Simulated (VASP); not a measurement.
# Y (Fm-3m) in VASP: a series of runs

Runs on Y. Level: LDA. Tasks: single point, relaxation of cell and atoms.

Program: VASP 6.6.1. These are calculated values, not measurements. Logs are shortened: lines on timing, memory, paths and dates and some standing lists are left out, and cuts for length are marked.

## Step 1: The cell of the first run

The structure is cubic, space group Fm-3m (No. 225). Conventional cell: a = 4.927 Å, b = 4.927 Å, c = 4.927 Å, α = 90.00°, β = 90.00°, γ = 90.00°. Within 4.6 Å of Y (site symmetry m-3m) lie 12 Y at 3.48 Å.

This isn't the form of Y at room conditions, which is hcp.

## Step 2: Single point, LDA

The input, INCAR:

```
PREC = Accurate ; ENCUT = 520
EDIFF = 1E-6 ; ISMEAR = -1
SIGMA = 0.08 ; LREAL = F
LASPH = T ; NELM = 100
ALGO = Normal ; ISIF = 2
LWAVE = F ; LCHARG = F
GGA = CA ; NBANDS = 12
```

The input, KPOINTS:

```
regular mesh
0
Gamma
  13 13 13
```

The input, POSCAR:

```
Y
1.0
    0.0000000000      2.4637388890      2.4637388890
    2.4637388890      0.0000000000      2.4637388890
    2.4637388890      2.4637388890      0.0000000000
Y
1
Direct
    0.0000000000      0.0000000000      0.0000000000
```

Potentials or basis: VASP PAW LDA potentials, release 64 (Y_sv).

Command:

```sh
cat potpaw_LDA.64/Y_sv/POTCAR > POTCAR
mpirun -np 1 vasp_std > vasp.out
```

OUTCAR:

```text
PREC = Accurate
   ENCUT = 520
   EDIFF = 1E-6
   ISMEAR = -1
   LREAL = F
   LASPH = T
   NELM = 100
   ISIF = 2
   GGA = CA

 ion  position               nearest neighbor table
   1  0.000  0.000  0.000-

  LATTYP: Found a face centered cubic cell.
 ALAT       =     4.9274777780

  Lattice vectors:

 A1 = (   0.0000000000,   2.4637388890,   2.4637388890)
 A2 = (   2.4637388890,   0.0000000000,   2.4637388890)
 A3 = (   2.4637388890,   2.4637388890,   0.0000000000)

Analysis of symmetry for initial positions (statically):
=====================================================================
 Subroutine PRICEL returns:
 Original cell was already a primitive cell.

 Routine SETGRP: Setting up the symmetry group for a
 face centered cubic supercell.

 Subroutine GETGRP returns: Found 48 space group operations
 (whereof 48 operations were pure point group operations)
 out of a pool of 48 trial point group operations.

The static configuration has the point symmetry O_h .

Analysis of symmetry for dynamics (positions and initial velocities):
=====================================================================
 Subroutine PRICEL returns:
 Original cell was already a primitive cell.

 Routine SETGRP: Setting up the symmetry group for a
 face centered cubic supercell.

 Subroutine GETGRP returns: Found 48 space group operations
 (whereof 48 operations were pure point group operations)
 out of a pool of 48 trial point group operations.

The dynamic configuration has the point symmetry O_h .

 Subroutine INISYM returns: Found 48 space group operations
 (whereof 48 operations are pure point group operations),
 and found     1 'primitive' translations

----------------------------------------------------------------------------------------

                                     Primitive cell

  volume of cell :      29.9098

  direct lattice vectors                    reciprocal lattice vectors
     0.000000000  2.463738889  2.463738889    -0.202943584  0.202943584  0.202943584
     2.463738889  0.000000000  2.463738889     0.202943584 -0.202943584  0.202943584
     2.463738889  2.463738889  0.000000000     0.202943584  0.202943584 -0.202943584

  length of vectors
     3.484252951  3.484252951  3.484252951     0.351508598  0.351508598  0.351508598

  position of ions in fractional coordinates (direct lattice)
     0.000000000  0.000000000  0.000000000

  ion indices of the primitive-cell ions
   primitive index   ion index
                 1           1

----------------------------------------------------------------------------------------

 KPOINTS: regular mesh

Automatic generation of k-mesh.
 Grid dimensions read from file:
 generate k-points for:   13   13   13

 Generating k-lattice:

  Cartesian coordinates                     Fractional coordinates (reciprocal lattice)
    -0.015611045  0.015611045  0.015611045     0.076923077  0.000000000  0.000000000
     0.015611045 -0.015611045  0.015611045     0.000000000  0.076923077  0.000000000
     0.015611045  0.015611045 -0.015611045     0.000000000  0.000000000  0.076923077

  Length of vectors
     0.027039123  0.027039123  0.027039123

  Shift w.r.t. Gamma in fractional coordinates (k-lattice)
     0.000000000  0.000000000  0.000000000

 Subroutine IBZKPT returns following result:
 ===========================================

 Found     84 irreducible k-points:

 Following reciprocal coordinates:
            Coordinates               Weight
  0.000000  0.000000  0.000000      1.000000
  0.076923  0.000000  0.000000      8.000000
  0.153846  0.000000  0.000000      8.000000
  0.230769  0.000000  0.000000      8.000000
  0.307692  0.000000  0.000000      8.000000
  0.384615  0.000000  0.000000      8.000000
[... 16 lines left out ...]
  0.384615  0.153846  0.000000     24.000000
  0.461538  0.153846  0.000000     24.000000
 [... further k-points ...]
   k-points           NKPTS =     84   k-points in BZ     NKDIM =     84   number of bands    NBANDS=     12
   number of dos      NEDOS =    301   number of ions     NIONS =      1
   total plane-waves  NPLWV =  21952
   dimension x,y,z NGX =    28 NGY =   28 NGZ =   28
   dimension x,y,z NGXF=    56 NGYF=   56 NGZF=   56
   ions per type =               1
   NGX,Y,Z   is equivalent  to a cutoff of  13.36, 13.36, 13.36 a.u.
   NGXF,Y,Z  is equivalent  to a cutoff of  26.72, 26.72, 26.72 a.u.
 SYSTEM =  unknown system
   PREC   = accura    normal or accurate (medium, high low for compatibility)
   ISTART =      0    job   : 0-new  1-cont  2-samecut
   ICHARG =      2    charge: 1-file 2-atom 10-const
   ISPIN  =      1    spin polarized calculation?
   LNONCOLLINEAR =      F non collinear calculations
   LSORBIT =      F    spin-orbit coupling
   LASPH  =      T    aspherical Exc in radial PAW
   ENCUT  =  520.0 eV  38.22 Ry    6.18 a.u.   6.48  6.48  6.48*2*pi/ulx,y,z
   NELM   =    100;   NELMIN=  2; NELMDL= -5     # of ELM steps
   EDIFF  = 0.1E-05   stopping-criterion for ELM
   LREAL  =      F    real-space projection
   EDIFFG = 0.1E-04   stopping-criterion for IOM
   NSW    =      0    number of steps for IOM
   IBRION =     -1    ionic relax: 0-MD 1-quasi-New 2-CG
   NFREE  =      0    steps in history (QN), initial steepest desc. (CG)
   ISIF   =      2    stress and relaxation
   ISYM   =      2    0-nonsym 1-usesym 2-fastsym
   POTIM  = 0.5000    time-step for ionic-motion
   TEBEG  =    0.0;   TEEND  =   0.0 temperature during run
   PSTRESS=    0.0 pullay stress
   NELECT =      11.0000    total number of electrons
   NUPDOWN=      -1.0000    fix difference up-down
   EMIN   =  10.00;   EMAX   =-10.00  energy-range for DOS
   EFERMI =   0.00;   METHOD = LEGACY
   ISMEAR =    -1;   SIGMA  =   0.08  broadening in eV -4-tet -1-fermi 0-gaus
   EFERMI_NEDOS =   21; number of points for ismear=-14 and -15
   IALGO  =     38    algorithm
   IMIX   =      4    mixing-type and parameters
     AMIX     =   0.40;   BMIX     =  1.00
     AMIX_MAG =   1.60;   BMIX_MAG =  1.00
  volume/ion in A,a.u.               =      29.91       201.84
  Fermi-wavevector in a.u.,A,eV,Ry     =   1.172918  2.216494 18.718039  1.375737
  Thomas-Fermi vector in A             =   2.309339
   LORBIT       =      0    0 simple, 1 ext, 2 COOP (PROOUT), +10 PAW based schemes
   GGA     = CA    functional components
   LHFCALC =     F    Hartree Fock is set to
   AEXX    =    0.0000 exact exchange contribution
   IVDW    =     0    specifies the selected vdW correction
   LEPSILON=     F    determine dielectric tensor
   LRPA    =     F    only Hartree local field effects (RPA)
 non-spin polarized calculation
  energy-cutoff  :      520.00
  volume of cell :       29.91
 maximum number of plane-waves:       824
 NGX is ok and might be reduce to    28
   NGX = 13   NGY = 13   NGZ = 13

 number of electron      11.0000001 magnetization

 Free energy of the ion-electron system (eV)
  ---------------------------------------------------
  ext. energy  EPLUGINS =         0.00000000
  ---------------------------------------------------
  free energy    TOTEN  =        -6.95297537 eV

  energy without entropy =       -6.92364439  energy(sigma->0) =       -6.93830988

 E-fermi :   3.3435     XC(G=0): -10.0095

 val. band max:        3.3432743004   @ k =  -0.2308   0.3846   0.1538
 cond. band min:       3.3975455556   @ k =   0.3846   0.2308   0.0769
 fundamental gap:      0.0542712552
 Fermi energy:         3.3434784884

 k-point     1 :       0.0000    0.0000    0.0000
  band No.  band energies     occupation
      1     -38.9069      2.00000
      2     -18.6493      2.00000
      3     -18.6493      2.00000
      4     -18.6493      2.00000
      5      -1.5151      2.00000
      6       5.1636      0.00000
      7       5.1636      0.00000
      8       5.1636      0.00000
      9       7.3746      0.00000
     10       7.3746      0.00000
     11      12.6252      0.00000
     12      16.1078      0.00000

 k-point     2 :       0.0769    0.0000    0.0000
  band No.  band energies     occupation
      1     -38.9014      2.00000
      2     -18.6960      2.00000
      3     -18.6550      2.00000
      4     -18.6550      2.00000
      5      -1.3518      2.00000
      6       4.9854      0.00000
      7       5.2401      0.00000
      8       5.2401      0.00000
      9       7.2865      0.00000
     10       7.2865      0.00000
     11      12.9967      0.00000
     12      15.4299      0.00000

 k-point     3 :       0.1538    0.0000    0.0000
  band No.  band energies     occupation
      1     -38.8862      2.00000
      2     -18.8234      2.00000
      3     -18.6708      2.00000
      4     -18.6708      2.00000
      5      -0.8904      2.00000
      6       4.5737      0.00000
      7       5.4053      0.00000
      8       5.4053      0.00000
      9       7.1442      0.00000
     10       7.1442      0.00000
     11      13.7024      0.00000
     12      14.5936      0.00000

 k-point     4 :       0.2308    0.0000    0.0000
  band No.  band energies     occupation
      1     -38.8647      2.00000
      2     -18.9980      2.00000
      3     -18.6930      2.00000
      4     -18.6930      2.00000
      5      -0.2209      2.00000
      6       4.1572      0.00008
      7       5.4581      0.00000
      8       5.4581      0.00000
      9       7.2529      0.00000
     10       7.2529      0.00000
     11      13.0711      0.00000
     12      15.3538      0.00000

 k-point     5 :       0.3077    0.0000    0.0000
  band No.  band energies     occupation
      1     -38.8417      2.00000
      2     -19.1775      2.00000
      3     -18.7164      2.00000
      4     -18.7164      2.00000
      5       0.4867      2.00000
      6       3.9350      0.00123
      7       5.3062      0.00000
      8       5.3062      0.00000
      9       7.7546      0.00000
     10       7.7546      0.00000
     11      12.3353      0.00000
     12      15.1685      0.00000

 k-point     6 :       0.3846    0.0000    0.0000
  band No.  band energies     occupation
      1     -38.8225      2.00000
      2     -19.3221      2.00000
      3     -18.7356      2.00000
      4     -18.7356      2.00000
      5       1.0008      2.00000
      6       4.0266      0.00039
      7       5.1097      0.00000
      8       5.1097      0.00000
      9       8.4295      0.00000
     10       8.4295      0.00000
     11      11.8910      0.00000
     12      13.7659      0.00000

 k-point     7 :       0.4615    0.0000    0.0000
  band No.  band energies     occupation
      1     -38.8116      2.00000
      2     -19.4022      2.00000
      3     -18.7464      2.00000
      4     -18.7464      2.00000
      5       1.2181      2.00000
      6       4.2682      0.00002
      7       4.9896      0.00000
      8       4.9896      0.00000
      9       8.9387      0.00000
     10       8.9387      0.00000
     11      11.8289      0.00000
     12      12.6078      0.00000

 k-point     8 :       0.0769    0.0769    0.0000
  band No.  band energies     occupation
      1     -38.8996      2.00000
      2     -18.6951      2.00000
      3     -18.6651      2.00000
      4     -18.6651      2.00000
      5      -1.2975      2.00000
      6       4.8953      0.00000
      7       5.2888      0.00000
      8       5.2888      0.00000
      9       7.0490      0.00000
     10       7.4515      0.00000
     11      13.1263      0.00000
     12      15.7078      0.00000
[... 166 lines left out ...]
 k-point    20 :       0.1538    0.1538    0.0000
  band No.  band energies     occupation
      1     -38.8794      2.00000
      2     -18.8186      2.00000
      3     -18.7087      2.00000
      4     -18.7087      2.00000
      5      -0.6844      2.00000
      6       4.2709      0.00002
      7       5.6636      0.00000
      8       5.6636      0.00000
      9       6.2408      0.00000
     10       7.6730      0.00000
     11      14.4368      0.00000
     12      15.4616      0.00000

 k-point    21 :       0.2308    0.1538    0.0000
  band No.  band energies     occupation
      1     -38.8632      2.00000
      2     -18.9312      2.00000
      3     -18.7370      2.00000
      4     -18.7315      2.00000
      5      -0.1799      2.00000
      6       3.9146      0.00159
      7       5.5192      0.00000
      8       5.8873      0.00000
      9       6.2675      0.00000
     10       7.8370      0.00000
     11      14.7983      0.00000
     12      15.4612      0.00000

 k-point    22 :       0.3077    0.1538    0.0000
  band No.  band energies     occupation
      1     -38.8428      2.00000
      2     -19.0786      2.00000
      3     -18.7632      2.00000
      4     -18.7600      2.00000
      5       0.4877      2.00000
      6       3.6292      0.05469
      7       5.0116      0.00000
      8       5.9305      0.00000
      9       6.9236      0.00000
     10       8.1944      0.00000
     11      13.9006      0.00000
     12      15.9988      0.00000

 k-point    23 :       0.3846    0.1538    0.0000
  band No.  band energies     occupation
      1     -38.8228      2.00000
      2     -19.2174      2.00000
      3     -18.7965      2.00000
      4     -18.7814      2.00000
      5       1.1544      2.00000
      6       3.5096      0.22272
      7       4.6392      0.00000
      8       5.7859      0.00000
      9       7.7894      0.00000
     10       8.7224      0.00000
     11      12.9341      0.00000
     12      14.8570      0.00000

 k-point    24 :       0.4615    0.1538    0.0000
  band No.  band energies     occupation
      1     -38.8079      2.00000
      2     -19.3167      2.00000
      3     -18.8334      2.00000
      4     -18.7875      2.00000
      5       1.6099      2.00000
      6       3.5473      0.14522
      7       4.5372      0.00000
      8       5.5997      0.00000
      9       8.7295      0.00000
     10       9.0811      0.00000
     11      11.8991      0.00000
     12      14.0371      0.00000

 [... further k-points ...]
[... 5 lines left out ...]
  --------------------------------------------------------------------------------------
  -------------------------------------------------------------------------------------
  Total       -0.1505601     -0.1505601     -0.1505601      0.0000000      0.0000000      0.0000000
  in kB       -8.0650358     -8.0650358     -8.0650358      0.0000000      0.0000000      0.0000000
  external PRESSURE =      -8.0650358 kB  Pullay stress =       0.0000000 kB

 VOLUME and BASIS-vectors are now :
 -----------------------------------------------------------------------------
  energy-cutoff  :      520.00
  volume of cell :       29.91
      direct lattice vectors                 reciprocal lattice vectors
     0.000000000  2.463738889  2.463738889    -0.202943584  0.202943584  0.202943584
     2.463738889  0.000000000  2.463738889     0.202943584 -0.202943584  0.202943584
     2.463738889  2.463738889  0.000000000     0.202943584  0.202943584 -0.202943584

 POSITION                                       TOTAL-FORCE (eV/Angst)
 -----------------------------------------------------------------------------------
      0.00000      0.00000      0.00000         0.000000      0.000000      0.000000
 -----------------------------------------------------------------------------------
    total drift:                               -0.000000      0.000000     -0.000000

  FREE ENERGIE OF THE ION-ELECTRON SYSTEM (eV)
  ---------------------------------------------------
  free  energy   TOTEN  =        -6.9529753678 eV

  energy  without entropy=       -6.9236443878  energy(sigma->0) =       -6.93830988
```

It took 15 s on 1 thread of AMD EPYC 9R45 (Zen 5), shared host; peak memory 0.15 GiB.

What came out:

- Free energy: -6.9530 eV
- Pressure: -0.8 GPa
- Band gap on the k mesh: zero (an odd number of electrons rules out a gap without spin polarisation)

Levels at points of the mesh, in eV from the Fermi level:
```csv
k point,band 3,band 4,band 5,band 6,band 7,band 8
"(0.00, 0.00, 0.00)",-21.99,-21.99,-4.86,1.82,1.82,1.82
```

## Step 3: Single point, LDA

The input, INCAR:

```
SYSTEM = Y
  PREC = Accurate
  ENCUT = 520
  EDIFF = 1E-6
  ISMEAR = -1
  SIGMA = 0.08
  LREAL = .FALSE.
  LASPH = .TRUE.
  NELM = 80
  ALGO = Normal
  ISIF = 2
  LWAVE = .FALSE.
  LCHARG = .TRUE.
  LELF = .TRUE.
  LVHAR = .TRUE.
  NBANDS = 12
```

The input, KPOINTS:

```
regular mesh
0
G
  13 13 13
  0 0 0
```

POSCAR is that of step 2.

Potentials or basis: VASP PAW LDA potentials, release 64 (Y_sv).

Command:

```sh
cat potpaw_LDA.64/Y_sv/POTCAR > POTCAR
mpirun -np 1 vasp_std > vasp.out
```

It took 16 s on 1 thread of AMD EPYC 9R45 (Zen 5), shared host; peak memory 0.15 GiB.

It converged, with:

```
Free energy            : -6.9530 eV
Pressure               : -0.8 GPa
Band gap on the k mesh : zero (an odd number of electrons rules out a gap without spin polarisation)
```

Levels at points of the mesh, in eV from the Fermi level:
```tsv
k point	band 1	band 2	band 3	band 4	band 5	band 6	band 7	band 8	band 9	band 10
(0.00, 0.00, 0.00)	-42.25	-21.99	-21.99	-21.99	-4.86	1.82	1.82	1.82	4.03	4.03
```

## Step 4: Relaxation of cell and atoms, LDA, target pressure -0.61 GPa, at which the enthalpy is minimised

The input, INCAR:

```
SYSTEM = Y
ALGO = Normal
EDIFF = 1E-7
EDIFFG = -0.005
ENCUT = 600
GGA = CA
IBRION = 2
ISIF = 3
ISMEAR = -1
LASPH = .TRUE.
LCHARG = .FALSE.
LREAL = .FALSE.
LWAVE = .FALSE.
NELM = 80
NSW = 60
PREC = Accurate
PSTRESS = -6.1
SIGMA = 0.08
```

The input, KPOINTS:

```
k-points
0
G
  13 13 13
  0 0 0
```

POSCAR is that of step 3.

Command:

```sh
cat potpaw_LDA.64/Y_sv/POTCAR > POTCAR
mpirun -np 1 vasp_std > vasp.out
```

It took 24 s on 1 thread of AMD EPYC 9R45 (Zen 5), shared host; peak memory 0.15 GiB.

It converged, with:

| Item | Value |
| --- | --- |
| Free energy | -6.9534 eV |
| Relaxed volume | 29.80 Å³/atom |
| Relaxed cell | a = 3.480 Å, b = 3.480 Å, c = 3.480 Å, α = 60.00°, β = 60.00°, γ = 60.00° |
| Space group after relaxing (to 0.1 Å) | Fm-3m (No. 225) |
| Energy change on relaxing (the run minimises the enthalpy) | -0.5 meV/atom |
| Ionic steps | 2 |
| Pressure after relaxing | -0.6 GPa |
| Band gap on the k mesh | zero (an odd number of electrons rules out a gap without spin polarisation) |

The path:
```
step  energy change (eV)  largest force (eV/Å)  pressure (GPa)  volume (Å³)
   1              0.0000                0.0000           -0.75        29.91
   2             -0.0005                0.0000           -0.59        29.80
```

Final structure:
```yaml
crystal:
  lattice:
    - [0.00000, 2.46069, 2.46069]
    - [2.46069, 0.00000, 2.46069]
    - [2.46069, 2.46069, 0.00000]
  atoms:
    - { symbol: Y, position: [0.00000, 0.00000, 0.00000] }
```

Levels at points of the mesh, in eV from the Fermi level:
```tsv
k point	band 3	band 4	band 5	band 6	band 7	band 8
(0.00, 0.00, 0.00)	-21.98	-21.98	-4.86	1.82	1.82	1.82
```

Caveat: the cell is relaxed towards a set pressure, so the run minimises the enthalpy, not the energy.

The gap in the log of VASP goes by the Fermi energy; the results here count the filled bands.